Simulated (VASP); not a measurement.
# Sr4NbO (F-43m) in VASP: single point with PBE

Aim: the single point of Sr4NbO with PBE.

All numbers are computed with VASP 6.6.1; they aren't measurements. Logs are shortened: lines on timing, memory, paths and dates and some standing lists are left out, and cuts for length are marked.

### Step 1. The cell of the first run

It takes space group F-43m (No. 216, cubic). The conventional cell has a = 9.818 Å, b = 9.818 Å, c = 9.818 Å, α = 90.00°, β = 90.00°, γ = 90.00°. Within 4.5 Å of Sr (site symmetry 3m) lie 6 Sr at 3.46 to 3.48 Å and 3 Nb at 4.07 Å and 3 O at 4.07 Å. Nb (site symmetry -43m) has 12 Sr at 4.07 Å and 4 O at 4.25 Å within 5.3 Å. O (site symmetry -43m) has 12 Sr at 4.07 Å and 4 Nb at 4.25 Å within 5.3 Å.

The cell was generated, and may not be a known phase.

### Step 2. Single point, PBE, collinear spin

The input, INCAR:

```
PREC     = Accurate       # precision mode
ENCUT    = 520            # plane-wave cutoff, eV
EDIFF    = 1E-7           # SCF threshold, eV
ISMEAR   = 0              # smearing method
SIGMA    = 0.1            # smearing width, eV
LREAL    = F              # projectors in reciprocal space
LASPH    = T              # aspherical terms in the spheres
NELM     = 150            # most SCF steps
ALGO     = Normal         # electronic algorithm
ISIF     = 2              # what is computed and relaxed
LWAVE    = F              # write WAVECAR
LCHARG   = F              # write CHGCAR
ISPIN    = 2              # spin polarisation
MAGMOM   = 0 0 0 0 3.64 -0.29 # initial moments
LORBIT   = 11             # projections on sites
LMAXMIX  = 4              # l up to which the mixer works
GGA      = PE             # functional
NBANDS   = 42             # bands
```

The input, KPOINTS:

```
Automatic mesh
0
Gamma
  8 8 8
```

The input, POSCAR:

```
Sr4NbO
1.0
    0.0000000000      4.9088086084      4.9088086084
    4.9088086084      0.0000000000      4.9088086084
    4.9088086084      4.9088086084      0.0000000000
Sr Nb O
4 1 1
Direct
    0.6264367844      0.1245210719      0.1245210719
    0.1245210719      0.6264367844      0.1245210719
    0.1245210719      0.1245210719      0.6264367844
    0.1245210719      0.1245210719      0.1245210719
    0.7500000000      0.7500000000      0.7500000000
    0.5000000000      0.5000000000      0.5000000000
```

Potentials or basis: VASP PAW PBE potentials, release 64 (Sr_sv, Nb_sv, O).

On the command line:

```sh
> cat potpaw_PBE.64/Sr_sv/POTCAR potpaw_PBE.64/Nb_sv/POTCAR potpaw_PBE.64/O/POTCAR > POTCAR
> mpirun -np 1 vasp_std > vasp.out
```

OUTCAR:

```text
PREC = Accurate
   ENCUT = 520
   EDIFF = 1E-7
   ISMEAR = 0
   LREAL = F
   LASPH = T
   NELM = 150
   ISIF = 2
   ISPIN = 2
   LORBIT = 11
   GGA = PE

 ion  position               nearest neighbor table
   1  0.626  0.125  0.125-   2 3.46   3 3.46   4 3.46   2 3.48   3 3.48   4 3.48   5 4.07   5 4.07
                             5 4.07
   2  0.125  0.626  0.125-   1 3.46   3 3.46   4 3.46   1 3.48   3 3.48   4 3.48   5 4.07   5 4.07
                             5 4.07
   3  0.125  0.125  0.626-   1 3.46   2 3.46   4 3.46   2 3.48   1 3.48   4 3.48   5 4.07   5 4.07
                             5 4.07
   4  0.125  0.125  0.125-   1 3.46   2 3.46   3 3.46   1 3.48   2 3.48   3 3.48   5 4.07   5 4.07
                             5 4.07
   5  0.750  0.750  0.750-   1 4.07   3 4.07   2 4.07   3 4.07   1 4.07   2 4.07   4 4.07   4 4.07
                             4 4.07   1 4.07   2 4.07   3 4.07
   6  0.500  0.500  0.500-

  LATTYP: Found a face centered cubic cell.
 ALAT       =     9.8176172168

  Lattice vectors:

 A1 = (   0.0000000000,   4.9088086084,   4.9088086084)
 A2 = (   4.9088086084,   0.0000000000,   4.9088086084)
 A3 = (   4.9088086084,   4.9088086084,   0.0000000000)

Analysis of symmetry for initial positions (statically):
=====================================================================
 Subroutine PRICEL returns:
 Original cell was already a primitive cell.

 Routine SETGRP: Setting up the symmetry group for a
 face centered cubic supercell.

 Subroutine GETGRP returns: Found 24 space group operations
 (whereof 24 operations were pure point group operations)
 out of a pool of 48 trial point group operations.

The static configuration has the point symmetry T_d .

Analysis of symmetry for dynamics (positions and initial velocities):
=====================================================================
 Subroutine PRICEL returns:
 Original cell was already a primitive cell.

 Routine SETGRP: Setting up the symmetry group for a
 face centered cubic supercell.

 Subroutine GETGRP returns: Found 24 space group operations
 (whereof 24 operations were pure point group operations)
 out of a pool of 48 trial point group operations.

The dynamic configuration has the point symmetry T_d .

Analysis of structural, dynamic, and magnetic symmetry:
=====================================================================
 Subroutine PRICEL returns:
 Original cell was already a primitive cell.

 Routine SETGRP: Setting up the symmetry group for a
 face centered cubic supercell.

 Subroutine GETGRP returns: Found 24 space group operations
 (whereof 24 operations were pure point group operations)
 out of a pool of 48 trial point group operations.

The overall configuration has the point symmetry T_d .

 Subroutine INISYM returns: Found 24 space group operations
 (whereof 24 operations are pure point group operations),
 and found     1 'primitive' translations

----------------------------------------------------------------------------------------

                                     Primitive cell

  volume of cell :     236.5693

  direct lattice vectors                    reciprocal lattice vectors
     0.000000000  4.908808608  4.908808608    -0.101857709  0.101857709  0.101857709
     4.908808608  0.000000000  4.908808608     0.101857709 -0.101857709  0.101857709
     4.908808608  4.908808608  0.000000000     0.101857709  0.101857709 -0.101857709

  length of vectors
     6.942103709  6.942103709  6.942103709     0.176422728  0.176422728  0.176422728

  position of ions in fractional coordinates (direct lattice)
     0.626436784  0.124521072  0.124521072
     0.124521072  0.626436784  0.124521072
     0.124521072  0.124521072  0.626436784
     0.124521072  0.124521072  0.124521072
     0.750000000  0.750000000  0.750000000
     0.500000000  0.500000000  0.500000000

  ion indices of the primitive-cell ions
   primitive index   ion index
                 1           1
                 2           2
                 3           3
                 4           4
                 5           5
                 6           6

[... 50 lines left out ...]
  0.500000  0.250000  0.125000     48.000000
 -0.375000  0.250000  0.125000     24.000000
 [... further k-points ...]
   k-points           NKPTS =     29   k-points in BZ     NKDIM =     29   number of bands    NBANDS=     42
   number of dos      NEDOS =    301   number of ions     NIONS =      6
   total plane-waves  NPLWV = 157464
   dimension x,y,z NGX =    54 NGY =   54 NGZ =   54
   dimension x,y,z NGXF=   108 NGYF=  108 NGZF=  108
   ions per type =               4   1   1
   NGX,Y,Z   is equivalent  to a cutoff of  12.93, 12.93, 12.93 a.u.
   NGXF,Y,Z  is equivalent  to a cutoff of  25.86, 25.86, 25.86 a.u.
 SYSTEM =  unknown system
   PREC   = accura    normal or accurate (medium, high low for compatibility)
   ISTART =      0    job   : 0-new  1-cont  2-samecut
   ICHARG =      2    charge: 1-file 2-atom 10-const
   ISPIN  =      2    spin polarized calculation?
   LNONCOLLINEAR =      F non collinear calculations
   LSORBIT =      F    spin-orbit coupling
   LASPH  =      T    aspherical Exc in radial PAW
   ENCUT  =  520.0 eV  38.22 Ry    6.18 a.u.  12.91 12.91 12.91*2*pi/ulx,y,z
   NELM   =    150;   NELMIN=  2; NELMDL= -5     # of ELM steps
   EDIFF  = 0.1E-06   stopping-criterion for ELM
   LREAL  =      F    real-space projection
   EDIFFG = 0.1E-05   stopping-criterion for IOM
   NSW    =      0    number of steps for IOM
   IBRION =     -1    ionic relax: 0-MD 1-quasi-New 2-CG
   NFREE  =      0    steps in history (QN), initial steepest desc. (CG)
   ISIF   =      2    stress and relaxation
   ISYM   =      2    0-nonsym 1-usesym 2-fastsym
   POTIM  = 0.5000    time-step for ionic-motion
   TEBEG  =    0.0;   TEEND  =   0.0 temperature during run
   PSTRESS=    0.0 pullay stress
   NELECT =      59.0000    total number of electrons
   NUPDOWN=      -1.0000    fix difference up-down
   EMIN   =  10.00;   EMAX   =-10.00  energy-range for DOS
   EFERMI =   0.00;   METHOD = LEGACY
   ISMEAR =     0;   SIGMA  =   0.10  broadening in eV -4-tet -1-fermi 0-gaus
   EFERMI_NEDOS =   21; number of points for ismear=-14 and -15
   IALGO  =     38    algorithm
   IMIX   =      4    mixing-type and parameters
     AMIX     =   0.40;   BMIX     =  1.00
     AMIX_MAG =   1.60;   BMIX_MAG =  1.00
  volume/ion in A,a.u.               =      39.43       266.07
  Fermi-wavevector in a.u.,A,eV,Ry     =   1.030480  1.947324 14.447866  1.061888
  Thomas-Fermi vector in A             =   2.164580
   LORBIT       =     11    0 simple, 1 ext, 2 COOP (PROOUT), +10 PAW based schemes
   GGA     = PE    functional components
   LHFCALC =     F    Hartree Fock is set to
   AEXX    =    0.0000 exact exchange contribution
   IVDW    =     0    specifies the selected vdW correction
   LEPSILON=     F    determine dielectric tensor
   LRPA    =     F    only Hartree local field effects (RPA)
 spin polarized calculation
 Gauss-broadening in eV      SIGMA  =   0.10
  energy-cutoff  :      520.00
  volume of cell :      236.57
 maximum number of plane-waves:      6395
 NGX is ok and might be reduce to    54
   NGX = 25   NGY = 25   NGZ = 25

 number of electron      58.9999998 magnetization       4.3668899

 Free energy of the ion-electron system (eV)
  ---------------------------------------------------
  ext. energy  EPLUGINS =         0.00000000
  ---------------------------------------------------
  free energy    TOTEN  =       -14.85053463 eV

  energy without entropy =      -14.82106258  energy(sigma->0) =      -14.83579860

 E-fermi :   1.9857     XC(G=0):  -7.9255

 val. band max:        1.9851465791   @ k =  -0.1250   0.1250   0.0000
 cond. band min:       1.9899295442   @ k =   0.3750   0.0000   0.0000
 fundamental gap:      0.0047829652
 Fermi energy:         1.9856839593

 spin component 1

 k-point     1 :       0.0000    0.0000    0.0000
  band No.  band energies     occupation
      1     -53.7633      1.00000
      2     -34.4909      1.00000
      3     -34.3653      1.00000
      4     -34.3653      1.00000
      5     -34.3653      1.00000
      6     -29.9099      1.00000
[... 1045 lines left out ...]
     40       4.0615      0.00000
     41       4.0881      0.00000

 [... further k-points ...]

 spin component 2

 k-point     1 :       0.0000    0.0000    0.0000
  band No.  band energies     occupation
      1     -52.1621      1.00000
      2     -34.4669      1.00000
      3     -34.3399      1.00000
      4     -34.3399      1.00000
      5     -34.3399      1.00000
      6     -28.0799      1.00000
[... 1045 lines left out ...]
     40       4.1530      0.00000
     41       4.6739      0.00000

 [... further k-points ...]

 [bands above 41 left out]

------------------------ aborting loop because EDIFF is reached ----------------------------------------

  FORCE on cell =-STRESS in cart. coord.  units (eV):
  Direction    XX          YY          ZZ          XY          YZ          ZX
  --------------------------------------------------------------------------------------
  -------------------------------------------------------------------------------------
  Total        0.0068774      0.0068774      0.0068774     -0.0000000     -0.0000000     -0.0000000
  in kB        0.0465776      0.0465776      0.0465776     -0.0000000     -0.0000000     -0.0000000
  external PRESSURE =       0.0465776 kB  Pullay stress =       0.0000000 kB

 VOLUME and BASIS-vectors are now :
 -----------------------------------------------------------------------------
  energy-cutoff  :      520.00
  volume of cell :      236.57
      direct lattice vectors                 reciprocal lattice vectors
     0.000000000  4.908808608  4.908808608    -0.101857709  0.101857709  0.101857709
     4.908808608  0.000000000  4.908808608     0.101857709 -0.101857709  0.101857709
     4.908808608  4.908808608  0.000000000     0.101857709  0.101857709 -0.101857709

 POSITION                                       TOTAL-FORCE (eV/Angst)
 -----------------------------------------------------------------------------------
      1.22250      3.68631      3.68631         0.008832     -0.008832     -0.008832
      3.68631      1.22250      3.68631        -0.008832      0.008832     -0.008832
      3.68631      3.68631      1.22250        -0.008832     -0.008832      0.008832
      1.22250      1.22250      1.22250         0.008832      0.008832      0.008832
      7.36321      7.36321      7.36321        -0.000000     -0.000000     -0.000000
      4.90881      4.90881      4.90881        -0.000000     -0.000000     -0.000000
 -----------------------------------------------------------------------------------
    total drift:                               -0.000001     -0.000001     -0.000001

  FREE ENERGIE OF THE ION-ELECTRON SYSTEM (eV)
  ---------------------------------------------------
  free  energy   TOTEN  =       -14.8505346315 eV

  energy  without entropy=      -14.8210625757  energy(sigma->0) =      -14.83579860

 total charge

# of ion       s       p       d       tot
------------------------------------------
    1        2.073   5.705   0.241   8.019
    2        2.073   5.705   0.241   8.019
    3        2.073   5.705   0.241   8.019
    4        2.073   5.705   0.241   8.019
    5        2.178   5.891   2.473  10.542
    6        1.596   3.087   0.000   4.683
--------------------------------------------------
tot         12.065  31.799   3.437  47.301

 magnetization (x)

# of ion       s       p       d       tot
------------------------------------------
    1       -0.005   0.013   0.029   0.037
    2       -0.005   0.013   0.029   0.037
    3       -0.005   0.013   0.029   0.037
    4       -0.005   0.013   0.029   0.037
    5        0.036   0.031   2.307   2.374
    6        0.001  -0.236   0.000  -0.235
--------------------------------------------------
tot          0.016  -0.152   2.424   2.287
```

It took 32 min on 1 thread of Oxide Virtual Turin-like, shared host; peak memory 0.75 GiB.

What came out:

- Free energy: -14.8505 eV
- Pressure: 0.0 GPa
- Largest force: 0.015 eV/Å
- Net moment: 4.37 μB per cell
- Site moments: Sr +0.04; Nb +2.37; O -0.23 μB
- Valence electrons inside the program's atomic spheres: Sr 8.02; Nb 10.54; O 4.68

Forces in eV/Å, atoms in the order of the input:
```
Sr   0.009 -0.009 -0.009
Sr  -0.009  0.009 -0.009
Sr  -0.009 -0.009  0.009
Sr   0.009  0.009  0.009
Nb   0.000  0.000  0.000
O    0.000  0.000  0.000
```
